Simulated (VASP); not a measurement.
Wanted: the native input for a VASP 6.6.1 run.

| Quantity | Value |
| --- | --- |
| Task | single point |
| Functional | PBEsol |
| Potentials or basis | VASP PAW PBE potentials, release 64 (Si, W_sv) |
| Cutoff | 520 eV |
| k mesh | 14 × 14 × 14 |
| Occupations | gaussian, width 0.15 eV |
| Spin | no spin polarisation |
| Dipole correction | no |
| Further INCAR settings | ALGO = Normal; EDIFF = 1e-06; NBANDS = 18 |

The structure of Si2W lies in POSCAR:

```
Si2W
1.0
   -1.6012497811      1.6012497811      3.9078662647
    1.6012497811     -1.6012497811      3.9078662647
    1.6012497811      1.6012497811     -3.9078662647
Si W
2 1
Direct
    0.3344989446      0.3344989446      0.0000000000
    0.6655010554      0.6655010554      0.0000000000
    0.0000000000      0.0000000000      0.0000000000
```

The input as run:

INCAR

```
ALGO = Normal ; EDIFF = 1E-6
ENCUT = 520 ; GGA = PS
ISIF = 2 ; ISMEAR = 0
LASPH = T ; LCHARG = F
LREAL = F ; LWAVE = F
NBANDS = 18 ; NELM = 60
PREC = Accurate ; SIGMA = 0.15
```

KPOINTS

```
k-points
0
Gamma
  14 14 14
```

Potentials or basis: VASP PAW PBE potentials, release 64 (Si, W_sv).

Command:

```sh
$ cat potpaw_PBE.64/Si/POTCAR potpaw_PBE.64/W_sv/POTCAR > POTCAR
$ mpirun -np 1 vasp_std > vasp.out
```

Results of the run:

The pressure is 0.3 GPa. The band gap on the k mesh is zero (bands 11 and 12 overlap by 1.29 eV).

Caveat: the PAW data sets were made with another functional, which shifts forces and pressure a little; spin-orbit coupling is left out, which moves the levels of the heavy elements.

Run time: 5.6 min on 1 thread of Intel Xeon 8259CL, on a shared host, peak memory 0.33 GiB.
